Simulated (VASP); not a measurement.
# NaB6 (R-3c) in VASP: single point with PBE

Aim: the single point of NaB6 with PBE.

Everything below comes from runs of VASP 6.6.1. Logs are shortened: lines on timing, memory, paths and dates and some standing lists are left out, and cuts for length are marked.

**1. The cell of the first run**

Symmetry: R-3c, No. 167, trigonal system. The conventional cell has a = 4.385 Å, b = 4.385 Å, c = 16.112 Å, α = 90.00°, β = 90.00°, γ = 120.00°. Na (site symmetry -3) has 18 B at 2.12 to 2.54 Å within 2.8 Å. Within 2.3 Å of B (site symmetry 1) lie 5 B at 1.64 to 2.24 Å and 2 Na at 2.12 to 2.17 Å.

The cell was generated, and may not be a known phase.

**2. Single point, PBE**

INCAR reads:

```
PREC     = Accurate       # precision mode
ENCUT    = 520            # plane-wave cutoff, eV
EDIFF    = 1E-7           # SCF threshold, eV
ISMEAR   = 0              # smearing method
SIGMA    = 0.1            # smearing width, eV
LREAL    = F              # projectors in reciprocal space
LASPH    = T              # aspherical terms in the spheres
NELM     = 80             # most SCF steps
ALGO     = Fast           # electronic algorithm
ISIF     = 2              # what is computed and relaxed
LWAVE    = F              # write WAVECAR
LCHARG   = F              # write CHGCAR
GGA      = PE             # functional
NBANDS   = 38             # bands
```

KPOINTS reads:

```
Automatic mesh
0
Gamma
  6 6 6
```

POSCAR reads:

```
NaB6
1.0
    2.1924213500      1.2657950600      5.3705952300
   -2.1924213500      1.2657950600      5.3705952300
    0.0000000000     -2.5315901100      5.3705952300
Na B
2 12
Direct
    0.0000000000      0.0000000000      0.0000000000
    0.5000000000      0.5000000000      0.5000000000
    0.9507010000      0.0410250000      0.3606640100
    0.1393359900      0.4589750000      0.5492990000
    0.5410250000      0.4507010000      0.8606640100
    0.5492990000      0.1393359900      0.4589750000
    0.9589750000      0.6393359900      0.0492990000
    0.3606640100      0.9507010000      0.0410250000
    0.0492990000      0.9589750000      0.6393359900
    0.4589750000      0.5492990000      0.1393359900
    0.8606640100      0.5410250000      0.4507010000
    0.4507010000      0.8606640100      0.5410250000
    0.0410250000      0.3606640100      0.9507010000
    0.6393359900      0.0492990000      0.9589750000
```

Potentials or basis: VASP PAW PBE potentials, release 64 (Na_pv, B).

Run with:

```
cat potpaw_PBE.64/Na_pv/POTCAR potpaw_PBE.64/B/POTCAR > POTCAR
mpirun -np 1 vasp_std > vasp.out
```

OUTCAR:

```text
PREC = Accurate
   ENCUT = 520
   EDIFF = 1E-7
   ISMEAR = 0
   LREAL = F
   LASPH = T
   NELM = 80
   ISIF = 2
   GGA = PE

 ion  position               nearest neighbor table
   1  0.000  0.000  0.000-   3 2.12   9 2.12   8 2.12  14 2.12  13 2.12   7 2.12   6 2.17  12 2.17
                            10 2.17   5 2.17  11 2.17   4 2.17
   2  0.500  0.500  0.500-   5 2.12  10 2.12   6 2.12  12 2.12  11 2.12   4 2.12   8 2.17  14 2.17
                             3 2.17   9 2.17  13 2.17   7 2.17
   3  0.951  0.041  0.361-   8 1.64  13 1.64   6 1.68   9 1.77   1 2.12   2 2.17
   4  0.139  0.459  0.549-   6 1.64  10 1.64  13 1.68  11 1.77   2 2.12   1 2.17
   5  0.541  0.451  0.861-  12 1.64  11 1.64  14 1.68  10 1.77   2 2.12   1 2.17
   6  0.549  0.139  0.459-   4 1.64  10 1.64   3 1.68  12 1.77   2 2.12   1 2.17
   7  0.959  0.639  0.049-  14 1.64   9 1.64  11 1.68  13 1.77   1 2.12   2 2.17
   8  0.361  0.951  0.041-  13 1.64   3 1.64  10 1.68  14 1.77   1 2.12   2 2.17
   9  0.049  0.959  0.639-  14 1.64   7 1.64  12 1.68   3 1.77   1 2.12   2 2.17
  10  0.459  0.549  0.139-   6 1.64   4 1.64   8 1.68   5 1.77   2 2.12   1 2.17
  11  0.861  0.541  0.451-  12 1.64   5 1.64   7 1.68   4 1.77   2 2.12   1 2.17
  12  0.451  0.861  0.541-  11 1.64   5 1.64   9 1.68   6 1.77   2 2.12   1 2.17
  13  0.041  0.361  0.951-   8 1.64   3 1.64   4 1.68   7 1.77   1 2.12   2 2.17
  14  0.639  0.049  0.959-   7 1.64   9 1.64   5 1.68   8 1.77   1 2.12   2 2.17

  LATTYP: Found a trigonal (rhomboedric) cell.
 ALAT       =     5.9373598202
 COS(alpha) =     0.7272961290

  Lattice vectors:

 A1 = (   2.1924213500,   1.2657950600,   5.3705952300)
 A2 = (  -2.1924213500,   1.2657950600,   5.3705952300)
 A3 = (   0.0000000000,  -2.5315901100,   5.3705952300)

Analysis of symmetry for initial positions (statically):
=====================================================================
 Subroutine PRICEL returns:
 Original cell was already a primitive cell.

 Routine SETGRP: Setting up the symmetry group for a
 trigonal (rhombohedral) supercell.

 Subroutine GETGRP returns: Found 12 space group operations
 (whereof  6 operations were pure point group operations)
 out of a pool of 12 trial point group operations.

The static configuration has the point symmetry S_6 .
 The point group associated with its full space group is D_3d.

Analysis of symmetry for dynamics (positions and initial velocities):
=====================================================================
 Subroutine PRICEL returns:
 Original cell was already a primitive cell.

 Routine SETGRP: Setting up the symmetry group for a
 trigonal (rhombohedral) supercell.

 Subroutine GETGRP returns: Found 12 space group operations
 (whereof  6 operations were pure point group operations)
 out of a pool of 12 trial point group operations.

The dynamic configuration has the point symmetry S_6 .
 The point group associated with its full space group is D_3d.

 Subroutine INISYM returns: Found 12 space group operations
 (whereof  6 operations are pure point group operations),
 and found     1 'primitive' translations

----------------------------------------------------------------------------------------

                                     Primitive cell

  volume of cell :      89.4254

  direct lattice vectors                    reciprocal lattice vectors
     2.192421350  1.265795060  5.370595230     0.228058352  0.131669551  0.062066367
    -2.192421350  1.265795060  5.370595230    -0.228058352  0.131669551  0.062066367
     0.000000000 -2.531590110  5.370595230     0.000000000 -0.263339102  0.062066367

  length of vectors
     5.937359820  5.937359820  5.937359818     0.270554461  0.270554461  0.270554461

  position of ions in fractional coordinates (direct lattice)
     0.000000000  0.000000000  0.000000000
     0.500000000  0.500000000  0.500000000
     0.950701000  0.041025000  0.360664010
     0.139335990  0.458975000  0.549299000
     0.541025000  0.450701000  0.860664010
     0.549299000  0.139335990  0.458975000
     0.958975000  0.639335990  0.049299000
     0.360664010  0.950701000  0.041025000
     0.049299000  0.958975000  0.639335990
     0.458975000  0.549299000  0.139335990
     0.860664010  0.541025000  0.450701000
[... 34 lines left out ...]
     0.000000000 -0.043889850  0.010344394    -0.000000000 -0.000000000  0.166666667

  Length of vectors
     0.045092410  0.045092410  0.045092410

  Shift w.r.t. Gamma in fractional coordinates (k-lattice)
     0.000000000  0.000000000  0.000000000

 Subroutine IBZKPT returns following result:
 ===========================================

 Found     32 irreducible k-points:

 Following reciprocal coordinates:
            Coordinates               Weight
  0.000000  0.000000  0.000000      1.000000
  0.166667  0.000000  0.000000      6.000000
  0.333333 -0.000000  0.000000      6.000000
  0.500000  0.000000 -0.000000      3.000000
  0.166667  0.166667  0.000000      6.000000
  0.333333  0.166667  0.000000     12.000000
[... 16 lines left out ...]
  0.500000  0.500000  0.166667      6.000000
 -0.333333  0.500000  0.166667     12.000000
 [... further k-points ...]
   k-points           NKPTS =     32   k-points in BZ     NKDIM =     32   number of bands    NBANDS=     38
   number of dos      NEDOS =    301   number of ions     NIONS =     14
   total plane-waves  NPLWV = 110592
   dimension x,y,z NGX =    48 NGY =   48 NGZ =   48
   dimension x,y,z NGXF=    96 NGYF=   96 NGZF=   96
   ions per type =               2  12
   NGX,Y,Z   is equivalent  to a cutoff of  13.44, 13.44, 13.44 a.u.
   NGXF,Y,Z  is equivalent  to a cutoff of  26.88, 26.88, 26.88 a.u.
 SYSTEM =  unknown system
   PREC   = accura    normal or accurate (medium, high low for compatibility)
   ISTART =      0    job   : 0-new  1-cont  2-samecut
   ICHARG =      2    charge: 1-file 2-atom 10-const
   ISPIN  =      1    spin polarized calculation?
   LNONCOLLINEAR =      F non collinear calculations
   LSORBIT =      F    spin-orbit coupling
   LASPH  =      T    aspherical Exc in radial PAW
   ENCUT  =  520.0 eV  38.22 Ry    6.18 a.u.  11.04 11.04 11.04*2*pi/ulx,y,z
   NELM   =     80;   NELMIN=  2; NELMDL= -5     # of ELM steps
   EDIFF  = 0.1E-06   stopping-criterion for ELM
   LREAL  =      F    real-space projection
   EDIFFG = 0.1E-05   stopping-criterion for IOM
   NSW    =      0    number of steps for IOM
   IBRION =     -1    ionic relax: 0-MD 1-quasi-New 2-CG
   NFREE  =      0    steps in history (QN), initial steepest desc. (CG)
   ISIF   =      2    stress and relaxation
   ISYM   =      2    0-nonsym 1-usesym 2-fastsym
   POTIM  = 0.5000    time-step for ionic-motion
   TEBEG  =    0.0;   TEEND  =   0.0 temperature during run
   PSTRESS=    0.0 pullay stress
   NELECT =      50.0000    total number of electrons
   NUPDOWN=      -1.0000    fix difference up-down
   EMIN   =  10.00;   EMAX   =-10.00  energy-range for DOS
   EFERMI =   0.00;   METHOD = LEGACY
   ISMEAR =     0;   SIGMA  =   0.10  broadening in eV -4-tet -1-fermi 0-gaus
   EFERMI_NEDOS =   21; number of points for ismear=-14 and -15
   IALGO  =     68    algorithm
   IMIX   =      4    mixing-type and parameters
     AMIX     =   0.40;   BMIX     =  1.00
     AMIX_MAG =   1.60;   BMIX_MAG =  1.00
  volume/ion in A,a.u.               =       6.39        43.11
  Fermi-wavevector in a.u.,A,eV,Ry     =   1.348687  2.548649 24.748403  1.818956
  Thomas-Fermi vector in A             =   2.476335
   LORBIT       =      0    0 simple, 1 ext, 2 COOP (PROOUT), +10 PAW based schemes
   GGA     = PE    functional components
   LHFCALC =     F    Hartree Fock is set to
   AEXX    =    0.0000 exact exchange contribution
   IVDW    =     0    specifies the selected vdW correction
   LEPSILON=     F    determine dielectric tensor
   LRPA    =     F    only Hartree local field effects (RPA)
 non-spin polarized calculation
 RMM-DIIS sequential band-by-band and
 Gauss-broadening in eV      SIGMA  =   0.10
  energy-cutoff  :      520.00
  volume of cell :       89.43
 maximum number of plane-waves:      2438
 NGX is ok and might be reduce to    48
   NGX = 23   NGY = 23   NGZ = 23

 number of electron      49.9999999 magnetization

 Free energy of the ion-electron system (eV)
  ---------------------------------------------------
  ext. energy  EPLUGINS =         0.00000000
  ---------------------------------------------------
  free energy    TOTEN  =       -67.52475299 eV

  energy without entropy =      -67.51908608  energy(sigma->0) =      -67.52191953

 E-fermi :   8.1399     XC(G=0): -12.5270

 val. band max:        8.0795706898   @ k =   0.3333   0.1667   0.1667
 cond. band min:       8.1828449372   @ k =   0.5000   0.0000  -0.0000
 fundamental gap:      0.1032742475
 Fermi energy:         8.1399370875

 k-point     1 :       0.0000    0.0000    0.0000
  band No.  band energies     occupation
      1     -16.3947      2.00000
      2     -16.2208      2.00000
      3     -16.0557      2.00000
      4     -16.0557      2.00000
      5     -16.0019      2.00000
      6     -16.0019      2.00000
[... 949 lines left out ...]
     36      16.4953      0.00000
     37      17.2136      0.00000

 [... further k-points ...]

 [bands above 37 left out]

------------------------ aborting loop because EDIFF is reached ----------------------------------------

  FORCE on cell =-STRESS in cart. coord.  units (eV):
  Direction    XX          YY          ZZ          XY          YZ          ZX
  --------------------------------------------------------------------------------------
  -------------------------------------------------------------------------------------
  Total       38.4252659     38.4252659     37.9671907      0.0000000      0.0000000      0.0000000
  in kB      688.4404397    688.4404398    680.2334063      0.0000000      0.0000004      0.0000000
  external PRESSURE =     685.7047619 kB  Pullay stress =       0.0000000 kB

 VOLUME and BASIS-vectors are now :
 -----------------------------------------------------------------------------
  energy-cutoff  :      520.00
  volume of cell :       89.43
      direct lattice vectors                 reciprocal lattice vectors
     2.192421350  1.265795060  5.370595230     0.228058352  0.131669551  0.062066367
    -2.192421350  1.265795060  5.370595230    -0.228058352  0.131669551  0.062066367
     0.000000000 -2.531590110  5.370595230     0.000000000 -0.263339102  0.062066367

 POSITION                                       TOTAL-FORCE (eV/Angst)
 -----------------------------------------------------------------------------------
      0.00000      0.00000      0.00000         0.000000      0.000000     -0.000000
      0.00000      0.00000      8.05589        -0.000000     -0.000000     -0.000000
      1.99439      0.34227      7.26314         1.016554     -3.167429      1.396806
     -0.70078     -0.63326      6.16335        -3.251351     -0.703353     -1.396806
      0.19803     -0.92353      9.94844        -1.016554     -3.167429      1.396806
      0.89881     -0.29027      6.16335         2.234797     -2.464076     -1.396806
      0.70078      1.89833      8.84865         3.251351     -0.703353     -1.396806
     -1.29361      1.55606      7.26314         2.234797      2.464076      1.396806
     -1.99439     -0.34227      8.84865        -1.016554      3.167429     -1.396806
     -0.19803      0.92353      6.16335         1.016554      3.167429     -1.396806
      0.70078      0.63326      9.94844         3.251351      0.703353      1.396806
     -0.89881      0.29027      9.94844        -2.234797      2.464076      1.396806
     -0.70078     -1.89833      7.26314        -3.251351      0.703353      1.396806
      1.29361     -1.55606      8.84865        -2.234797     -2.464076     -1.396806
 -----------------------------------------------------------------------------------
    total drift:                               -0.000000     -0.000000     -0.000000

  FREE ENERGIE OF THE ION-ELECTRON SYSTEM (eV)
  ---------------------------------------------------
  free  energy   TOTEN  =       -67.5247529921 eV

  energy  without entropy=      -67.5190860757  energy(sigma->0) =      -67.52191953
```

Wall time 8.9 min (1 thread of AMD EPYC 9755, shared host); peak memory 0.29 GiB.

What came out:

```
Free energy            : -67.5248 eV
Pressure               : 68.6 GPa
Largest force          : 3.608 eV/Å
Band gap on the k mesh : zero (bands 25 and 26 overlap by 2.78 eV)
```

Forces in eV/Å, atoms in the order of the input:
```
Na   0.000  0.000  0.000
Na   0.000  0.000  0.000
B    1.017 -3.167  1.397
B   -3.251 -0.703 -1.397
B   -1.017 -3.167  1.397
B    2.235 -2.464 -1.397
B    3.251 -0.703 -1.397
B    2.235  2.464  1.397
B   -1.017  3.167 -1.397
B    1.017  3.167 -1.397
B    3.251  0.703  1.397
B   -2.235  2.464  1.397
B   -3.251  0.703  1.397
B   -2.235 -2.464 -1.397
```

Stress tensor (GPa, compression positive):
```
68.84  0.00  0.00
 0.00 68.84  0.00
 0.00  0.00 68.02
```

Levels at points of the mesh, in eV from the Fermi level:
| k point | band 22 | band 23 | band 24 | band 25 | band 26 | band 27 | band 28 | band 29 |
| --- | --- | --- | --- | --- | --- | --- | --- | --- |
| (0.00, 0.00, 0.00) | -3.84 | -2.73 | -2.73 | 0.57 | 0.57 | 1.01 | 1.01 | 1.95 |
| (0.50, 0.00, 0.00) | -2.57 | -1.32 | -1.32 | 0.04 | 0.04 | 0.87 | 0.87 | 2.54 |
| (0.50, 0.50, 0.00) | -3.16 | -2.38 | -0.69 | -0.18 | 0.14 | 0.45 | 2.36 | 2.49 |
| (0.50, 0.50, 0.50) | -5.13 | -2.21 | -2.21 | -2.21 | -2.21 | 3.21 | 3.21 | 4.30 |

Caveat: the cell stands under pressure; forces of over 1 eV/Å act on the atoms, so gaps and moduli don't describe the material at rest.

The gap in the log of VASP goes by the Fermi energy; the results here count the filled bands.